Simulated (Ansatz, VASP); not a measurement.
Two plane-wave programs on Ni

File POSCAR:

```
Ni
1.0
    2.4642354424      0.0000000000      0.0000000000
   -1.2321177212      2.1340904941      0.0000000000
    0.0000000000      0.0000000000      4.0997805916
Ni
2
Direct
    0.6666666667      0.3333333333      0.7500000000
    0.3333333333      0.6666666667      0.2500000000
```

Contents of INCAR.step1:

```
  ALGO = Normal
  EDIFF = 1E-4
  ENCUT = 520
  GGA = PE
  ISMEAR = -1
  ISPIN = 2
  LASPH = True
  LCHARG = False
  LMAXMIX = 4
  LREAL = False
  LWAVE = True
  MAGMOM = 1 1
  NBANDS = 21
  NELM = 150
  PREC = Accurate
  SIGMA = 0.05
```

INCAR.step2

```
  ALGO = Normal
  EDIFF = 1E-6
  ENCUT = 520
  ISIF = 2
  ISMEAR = -1
  ISPIN = 2
  ISTART = 1
  LASPH = True
  LCHARG = False
  LMAXMIX = 4
  LMIXTAU = True
  LORBIT = 11
  LREAL = False
  LWAVE = False
  MAGMOM = 1 1
  METAGGA = R2SCAN
  NBANDS = 21
  NELM = 150
  PREC = Accurate
  SIGMA = 0.05
```

The input KPOINTS:

```
k-points
0
Gamma
  12 12 7
```

Contents of input.yaml:

```yaml
crystal:
  lattice:
    - [2.4642354424, 0.0, 0.0]
    - [-1.2321177212, 2.1340904941, 0.0]
    - [0.0, 0.0, 4.0997805916]
  atoms:
    - { symbol: Ni, position: [0.6666666667, 0.3333333333, 0.75], spin: 1.0 }
    - { symbol: Ni, position: [0.3333333333, 0.6666666667, 0.25], spin: 1.0 }
hamiltonian:
  xc: r2scan
  pseudopotentials: { kind: paw }
magnetization:
  spin_polarized: true
kpoints:
  mp_grid: { grid: [12, 12, 7] }
scf:
  occupations: { method: fermi_dirac, width: 0.05 }
output:
  forces: true
  stress: true
  eigenvalues: true
```

Alike in both runs: task single point; functional r2SCAN; k mesh 12 × 12 × 7; occupations fermi-dirac, width 0.05 eV; collinear spin.

|  | VASP | Ansatz |
| --- | --- | --- |
| version | VASP 6.6.1 | Ansatz 0.2.0 |
| potentials or method | VASP PAW PBE potentials, release 64 (Ni) | Ansatz PAW |
| plane-wave cutoff (eV) | 520 | 500 |
| valence electrons in the cell | 20 | 36 |

VASP gave:

| Quantity | Value |
| --- | --- |
| gap on the k mesh at the Fermi level (eV) | none |
| pressure (GPa) | -4.1 |
| traceless stress, the component that is largest in VASP (GPa) | -0.14 |
| net moment per atom (μB) | 0.72 |
| size of the moment on the site where the two differ most (μB) | 0.74 |

Q: What did Ansatz give for the same quantities?

A: gap on the k mesh at the Fermi level (eV): none; pressure (GPa): -4.5; traceless stress, the component that is largest in VASP (GPa): -0.14; net moment per atom (μB): 0.75; size of the moment on the site where the two differ most (μB): 0.82.

VASP's potentials were made for PBE, not for r2SCAN. Site moments also hang on the region over which each program counts them. A gap of «none» marks a metal or a gap that the smearing closes. VASP's potentials hold 20 valence electrons a cell and Ansatz's 36, so a difference there can come from the potentials and not from the codes.

Noted on Ansatz's run: the magnetic or orbital state may not be the lowest.
